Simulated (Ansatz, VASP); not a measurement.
**Two plane-wave programs on Ta**

Contents of INCAR:

```
SYSTEM = Ta
ALGO = Normal
EDIFF = 1E-6
ENCUT = 400
GGA = PE
GGA_COMPAT = .False.
ISIF = 2
ISMEAR = -1
LASPH = .True.
LCHARG = .False.
LREAL = .False.
LWAVE = .False.
NBANDS = 24
NELM = 120
NELMDL = -8
PREC = Accurate
SIGMA = 0.1
```

File KPOINTS:

```
k-points
0
Gamma
  13 13 1
  0 0 0
```

File POSCAR:

```
Ta
1.0
    2.8752873597      0.0000000000      0.0000000000
   -0.9584291199      2.7108469199      0.0000000000
    0.0000000000      0.0000000000     20.6953000000
Ta
3
Direct
    0.0000000000      0.0000000000      0.3903954831
    0.5000000000      0.5000000000      0.4999999909
    0.0000000000      0.0000000000      0.6096045260
```

Input for Ansatz:

```yaml
crystal:
  lattice:
    - [2.8752873597, 0.0, 0.0]
    - [-0.9584291199, 2.7108469199, 0.0]
    - [0.0, 0.0, 20.6953]
  atoms:
    - { symbol: Ta, position: [0.0, 0.0, 0.3903954831] }
    - { symbol: Ta, position: [0.5, 0.5, 0.4999999909] }
    - { symbol: Ta, position: [0.0, 0.0, 0.609604526] }
kpoints:
  mp_grid: { grid: [13, 13, 1] }
scf:
  occupations: { method: fermi_dirac, width: 0.1 }
hamiltonian:
  xc: pbe
  pseudopotentials: { kind: paw }
output:
  forces: true
  stress: true
  eigenvalues: true
  core_levels:
    shells: { Ta: ["4f"] }
    counted_from: fermi_level
    add_spin: false
  write_density: true
  write_potential: true
  elf: true
  volumetric_format: npy
```

Alike in both runs: task single point; functional PBE; k mesh 13 × 13 × 1; occupations fermi-dirac, width 0.1 eV; no spin polarisation.

```csv
,VASP,Ansatz
version,VASP 6.6.1,Ansatz 0.2.0
potentials or method,"VASP PAW PBE potentials, release 64 (Ta_pv)","PAW with Ansatz's default frozen-core files, scalar-relativistic"
plane-wave cutoff (eV),400,420
valence electrons in the cell,33,39
```

```csv
,VASP,Ansatz,Ansatz less VASP
rms of the force components (eV/Å),0.002,0.004,+0.0022
```

Atom by atom the forces differ by 0.002 eV/Å (rms over components). VASP's potentials hold 33 valence electrons a cell and Ansatz's 39, so a difference there can come from the potentials and not from the codes. Ansatz's warnings: xc potential rough in thin density.

Neither program's run includes spin-orbit coupling.
